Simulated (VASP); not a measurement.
# InSe (ke600) (C2/m) in VASP: single point with LDA

Aim: the single point of InSe (ke600) with LDA.

All numbers are computed with VASP 6.6.1; they aren't measurements. Logs are shortened: lines on timing, memory, paths and dates and some standing lists are left out, and cuts for length are marked.

### Step 1. The cell of the first run

Symmetry: C2/m, No. 12, monoclinic system. The conventional cell has a = 11.682 Å, b = 4.084 Å, c = 4.421 Å, α = 90.00°, β = 110.68°, γ = 90.00°. Within 3.5 Å of In (site symmetry m) lie 5 Se at 2.65 to 3.43 Å and 1 In at 2.75 Å. Within 3.5 Å of Se (site symmetry m) lie 5 In at 2.65 to 3.43 Å and 1 Se at 3.34 Å.

### Step 2. Single point, LDA

INCAR

```
SYSTEM = InSe
PREC = Accurate
ENCUT = 520
EDIFF = 1E-6
ISMEAR = 0
SIGMA = 0.02
LREAL = .False.
LASPH = .True.
NELM = 100
ALGO = Normal
ISIF = 2
LWAVE = .False.
LCHARG = .False.
GGA = CA
NBANDS = 27
```

KPOINTS

```
regular mesh
0
Gamma
  10 10 8
  0 0 0
```

POSCAR

```
InSe
1.0
    5.8401454650     -2.0417519322      0.1090341976
    5.8401454650      2.0417519322      0.1090341976
   -1.6380102680      0.0000000000      4.1059203289
In Se
2 2
Direct
    0.1151443553      0.1151443553      0.9811385753
    0.8848556447      0.8848556447      0.0188614247
    0.3474714686      0.3474714686      0.3673262059
    0.6525285314      0.6525285314      0.6326737941
```

Potentials or basis: VASP PAW LDA potentials, release 64 (In_d, Se).

On the command line:

```bash
> cat potpaw_LDA.64/In_d/POTCAR potpaw_LDA.64/Se/POTCAR > POTCAR
> mpirun -np 1 vasp_std > vasp.out
```

OUTCAR:

```text
SYSTEM = InSe
   PREC = Accurate
   ENCUT = 520
   EDIFF = 1E-6
   ISMEAR = 0
   LREAL = .False.
   LASPH = .True.
   NELM = 100
   ISIF = 2
   GGA = CA

 ion  position               nearest neighbor table
   1  0.115  0.115  0.981-   3 2.65   4 2.68   4 2.68   2 2.75   2 3.71   2 3.71
   2  0.885  0.885  0.019-   4 2.65   3 2.68   3 2.68   1 2.75   1 3.71   1 3.71
   3  0.347  0.347  0.367-   1 2.65   2 2.68   2 2.68
   4  0.653  0.653  0.633-   2 2.65   1 2.68   1 2.68

  LATTYP: Found a base centered monoclinic cell.
 ALAT       =    11.6823263965
 B/A-ratio  =     0.3495454352
 C/A-ratio  =     0.3784002230
 COS(beta)  =    -0.3531383560

  Lattice vectors:

 A1 = (   5.8401454650,  -2.0417519322,   0.1090341976)
 A2 = (   5.8401454650,   2.0417519322,   0.1090341976)
 A3 = (  -1.6380102680,   0.0000000000,   4.1059203289)

Analysis of symmetry for initial positions (statically):
=====================================================================
 Subroutine PRICEL returns:
 Original cell was already a primitive cell.

 Routine SETGRP: Setting up the symmetry group for a
 base centered monoclinic supercell.

 Subroutine GETGRP returns: Found  4 space group operations
 (whereof  4 operations were pure point group operations)
 out of a pool of  4 trial point group operations.

The static configuration has the point symmetry C_2h.

Analysis of symmetry for dynamics (positions and initial velocities):
=====================================================================
 Subroutine PRICEL returns:
 Original cell was already a primitive cell.

 Routine SETGRP: Setting up the symmetry group for a
 base centered monoclinic supercell.

 Subroutine GETGRP returns: Found  4 space group operations
 (whereof  4 operations were pure point group operations)
 out of a pool of  4 trial point group operations.

The dynamic configuration has the point symmetry C_2h.

 Subroutine INISYM returns: Found  4 space group operations
 (whereof  4 operations are pure point group operations),
 and found     1 'primitive' translations

----------------------------------------------------------------------------------------

                                     Primitive cell

  volume of cell :      98.6484

  direct lattice vectors                    reciprocal lattice vectors
     5.840145465 -2.041751932  0.109034198     0.084981357 -0.244887732  0.033902347
     5.840145465  2.041751932  0.109034198     0.084981357  0.244887732  0.033902347
    -1.638010268  0.000000000  4.105920329    -0.004513421  0.000000000  0.241750178

  length of vectors
     6.187724821  6.187724821  4.420594913     0.261421501  0.261421501  0.241792306

  position of ions in fractional coordinates (direct lattice)
     0.115144355  0.115144355  0.981138575
     0.884855645  0.884855645  0.018861425
     0.347471469  0.347471469  0.367326206
     0.652528531  0.652528531  0.632673794

  ion indices of the primitive-cell ions
   primitive index   ion index
                 1           1
                 2           2
                 3           3
                 4           4

----------------------------------------------------------------------------------------

 KPOINTS: regular mesh

Automatic generation of k-mesh.
 Grid dimensions read from file:
 generate k-points for:   10   10    8

 Generating k-lattice:

  Cartesian coordinates                     Fractional coordinates (reciprocal lattice)
     0.008498136 -0.024488773  0.003390235     0.100000000  0.000000000 -0.000000000
     0.008498136  0.024488773  0.003390235     0.000000000  0.100000000 -0.000000000
    -0.000564178  0.000000000  0.030218772     0.000000000  0.000000000  0.125000000

  Length of vectors
     0.026142150  0.026142150  0.030224038

  Shift w.r.t. Gamma in fractional coordinates (k-lattice)
     0.000000000  0.000000000  0.000000000

 Subroutine IBZKPT returns following result:
 ===========================================

 Found    227 irreducible k-points:

 Following reciprocal coordinates:
            Coordinates               Weight
  0.000000  0.000000  0.000000      1.000000
  0.100000 -0.000000 -0.000000      4.000000
  0.200000 -0.000000 -0.000000      4.000000
  0.300000 -0.000000 -0.000000      4.000000
  0.400000 -0.000000 -0.000000      4.000000
  0.500000 -0.000000 -0.000000      2.000000
[... 16 lines left out ...]
  0.300000  0.300000 -0.000000      2.000000
  0.400000  0.300000 -0.000000      4.000000
 [... further k-points ...]
   k-points           NKPTS =    227   k-points in BZ     NKDIM =    227   number of bands    NBANDS=     27
   number of dos      NEDOS =    301   number of ions     NIONS =      4
   total plane-waves  NPLWV =  82944
   dimension x,y,z NGX =    48 NGY =   48 NGZ =   36
   dimension x,y,z NGXF=    96 NGYF=   96 NGZF=   72
   ions per type =               2   2
   NGX,Y,Z   is equivalent  to a cutoff of  12.90, 12.90, 13.54 a.u.
   NGXF,Y,Z  is equivalent  to a cutoff of  25.79, 25.79, 27.08 a.u.
 SYSTEM =  InSe
   PREC   = accura    normal or accurate (medium, high low for compatibility)
   ISTART =      0    job   : 0-new  1-cont  2-samecut
   ICHARG =      2    charge: 1-file 2-atom 10-const
   ISPIN  =      1    spin polarized calculation?
   LNONCOLLINEAR =      F non collinear calculations
   LSORBIT =      F    spin-orbit coupling
   LASPH  =      T    aspherical Exc in radial PAW
   ENCUT  =  520.0 eV  38.22 Ry    6.18 a.u.  11.51 11.51  8.22*2*pi/ulx,y,z
   NELM   =    100;   NELMIN=  2; NELMDL= -5     # of ELM steps
   EDIFF  = 0.1E-05   stopping-criterion for ELM
   LREAL  =      F    real-space projection
   EDIFFG = 0.1E-04   stopping-criterion for IOM
   NSW    =      0    number of steps for IOM
   IBRION =     -1    ionic relax: 0-MD 1-quasi-New 2-CG
   NFREE  =      0    steps in history (QN), initial steepest desc. (CG)
   ISIF   =      2    stress and relaxation
   ISYM   =      2    0-nonsym 1-usesym 2-fastsym
   POTIM  = 0.5000    time-step for ionic-motion
   TEBEG  =    0.0;   TEEND  =   0.0 temperature during run
   PSTRESS=    0.0 pullay stress
   NELECT =      38.0000    total number of electrons
   NUPDOWN=      -1.0000    fix difference up-down
   EMIN   =  10.00;   EMAX   =-10.00  energy-range for DOS
   EFERMI =   0.00;   METHOD = LEGACY
   ISMEAR =     0;   SIGMA  =   0.02  broadening in eV -4-tet -1-fermi 0-gaus
   EFERMI_NEDOS =   21; number of points for ismear=-14 and -15
   IALGO  =     38    algorithm
   IMIX   =      4    mixing-type and parameters
     AMIX     =   0.40;   BMIX     =  1.00
     AMIX_MAG =   1.60;   BMIX_MAG =  1.00
  volume/ion in A,a.u.               =      24.66       166.43
  Fermi-wavevector in a.u.,A,eV,Ry     =   1.191167  2.250980 19.305027  1.418879
  Thomas-Fermi vector in A             =   2.327235
   LORBIT       =      0    0 simple, 1 ext, 2 COOP (PROOUT), +10 PAW based schemes
   GGA     = CA    functional components
   LHFCALC =     F    Hartree Fock is set to
   AEXX    =    0.0000 exact exchange contribution
   IVDW    =     0    specifies the selected vdW correction
   LEPSILON=     F    determine dielectric tensor
   LRPA    =     F    only Hartree local field effects (RPA)
 non-spin polarized calculation
 Gauss-broadening in eV      SIGMA  =   0.02
  energy-cutoff  :      520.00
  volume of cell :       98.65
 maximum number of plane-waves:      2685
 NGX is ok and might be reduce to    48
   NGX = 23   NGY = 23   NGZ = 17

 number of electron      38.0000001 magnetization

 Free energy of the ion-electron system (eV)
  ---------------------------------------------------
  ext. energy  EPLUGINS =         0.00000000
  ---------------------------------------------------
  free energy    TOTEN  =       -16.65450555 eV

  energy without entropy =      -16.65450555  energy(sigma->0) =      -16.65450555

 E-fermi :   5.6060     XC(G=0): -10.1608

 val. band max:        5.4851305306   @ k =  -0.2000  -0.2000   0.3750
 cond. band min:       6.0033936444   @ k =   0.4000   0.4000  -0.0000
 fundamental gap:      0.5182631139
 Fermi energy:         5.6059969640

 k-point     1 :       0.0000    0.0000    0.0000
  band No.  band energies     occupation
      1      -9.3023      2.00000
      2      -9.1971      2.00000
      3      -8.9289      2.00000
      4      -8.9148      2.00000
      5      -8.8766      2.00000
      6      -8.8718      2.00000
[... 19 lines left out ...]
     26      12.5540      0.00000
     27      14.3267      0.00000

 k-point     2 :       0.1000   -0.0000   -0.0000
  band No.  band energies     occupation
      1      -9.2991      2.00000
      2      -9.1932      2.00000
      3      -8.9771      2.00000
      4      -8.9051      2.00000
      5      -8.8892      2.00000
      6      -8.8610      2.00000
[... 19 lines left out ...]
     26      12.6123      0.00000
     27      14.2048      0.00000

 k-point     3 :       0.2000   -0.0000   -0.0000
  band No.  band energies     occupation
      1      -9.2907      2.00000
      2      -9.1882      2.00000
      3      -9.0438      2.00000
      4      -8.9148      2.00000
      5      -8.8908      2.00000
      6      -8.8588      2.00000
[... 19 lines left out ...]
     26      12.3660      0.00000
     27      13.5362      0.00000

 k-point     4 :       0.3000   -0.0000   -0.0000
  band No.  band energies     occupation
      1      -9.2797      2.00000
      2      -9.2019      2.00000
      3      -9.0705      2.00000
      4      -8.9452      2.00000
      5      -8.8781      2.00000
      6      -8.8723      2.00000
[... 19 lines left out ...]
     26      12.7822      0.00000
     27      13.3914      0.00000
[... 516 lines left out ...]
      4      -8.9348      2.00000
      5      -8.8920      2.00000
      6      -8.8617      2.00000
[... 19 lines left out ...]
     26      13.3931      0.00000
     27      13.4889      0.00000

 k-point    23 :       0.3000    0.3000   -0.0000
  band No.  band energies     occupation
      1      -9.3396      2.00000
      2      -9.1036      2.00000
      3      -8.9907      2.00000
      4      -8.9224      2.00000
      5      -8.8850      2.00000
      6      -8.8719      2.00000
[... 19 lines left out ...]
     26      12.4657      0.00000
     27      13.3869      0.00000

 k-point    24 :       0.4000    0.3000   -0.0000
  band No.  band energies     occupation
      1      -9.3424      2.00000
      2      -9.0809      2.00000
      3      -9.0006      2.00000
      4      -8.9351      2.00000
      5      -8.9094      2.00000
      6      -8.8578      2.00000
[... 19 lines left out ...]
     26      12.0836      0.00000
     27      12.8045      0.00000

 [... further k-points ...]
[... 5 lines left out ...]
  --------------------------------------------------------------------------------------
  -------------------------------------------------------------------------------------
  Total        0.1358866      0.1081549      0.0954722      0.0000000      0.0000000      0.0089501
  in kB        2.2069748      1.7565754      1.5505930      0.0000000      0.0000000      0.1453613
  external PRESSURE =       1.8380477 kB  Pullay stress =       0.0000000 kB

 VOLUME and BASIS-vectors are now :
 -----------------------------------------------------------------------------
  energy-cutoff  :      520.00
  volume of cell :       98.65
      direct lattice vectors                 reciprocal lattice vectors
     5.840145465 -2.041751932  0.109034198     0.084981357 -0.244887732  0.033902347
     5.840145465  2.041751932  0.109034198     0.084981357  0.244887732  0.033902347
    -1.638010268  0.000000000  4.105920329    -0.004513421  0.000000000  0.241750178

 POSITION                                       TOTAL-FORCE (eV/Angst)
 -----------------------------------------------------------------------------------
     -0.26220      0.00000      4.05359        -0.017793      0.000000      0.005177
     10.30448      0.00000      0.27040         0.017793      0.000000     -0.005177
      3.45688      0.00000      1.58398        -0.001362      0.000000      0.021039
      6.58540      0.00000      2.74000         0.001362      0.000000     -0.021039
 -----------------------------------------------------------------------------------
    total drift:                                0.000000     -0.000000     -0.000000

  FREE ENERGIE OF THE ION-ELECTRON SYSTEM (eV)
  ---------------------------------------------------
  free  energy   TOTEN  =       -16.6545055468 eV

  energy  without entropy=      -16.6545055468  energy(sigma->0) =      -16.65450555
```

Run time: 12 min. Hardware: 1 thread of Intel Xeon Platinum 8375C at 2.90GHz (Ice Lake), shared host; peak memory 0.61 GiB.

What came out:

```yaml
Free_energy: -16.6545 eV
Pressure: 0.2 GPa
Largest_force: 0.021 eV/Å
Band_gap_on_the_k_mesh: 0.52 eV, indirect (least direct gap 0.88 eV)
```

Forces in eV/Å, atoms in the order of the input:
```
In  -0.018  0.000  0.005
In   0.018  0.000 -0.005
Se  -0.001  0.000  0.021
Se   0.001  0.000 -0.021
```

Levels at points of the mesh, in eV from the valence-band top:
```
           k point  band 16  band 17  band 18  band 19  band 20  band 21  band 22  band 23
(0.00, 0.00, 0.00)    -2.84    -2.60    -2.05    -1.75     2.54     3.37     3.94     4.97
(0.50, 0.00, 0.00)    -2.19    -1.72    -1.69    -1.08     1.46     2.48     3.03     3.29
(0.50, 0.50, 0.00)    -2.74    -1.35    -1.06    -0.59     0.87     2.37     2.64     4.58
(0.00, 0.00, 0.50)    -1.99    -1.95    -1.37    -0.27     0.71     2.39     3.13     3.28
(0.50, 0.00, 0.50)    -3.74    -3.01    -2.72    -2.19     1.93     2.99     4.27     4.39
(0.50, 0.50, 0.50)    -1.73    -1.71    -1.45    -0.39     1.82     2.88     3.02     3.60
```

Caveat: spin-orbit coupling is left out, which moves the levels of the heavy elements.
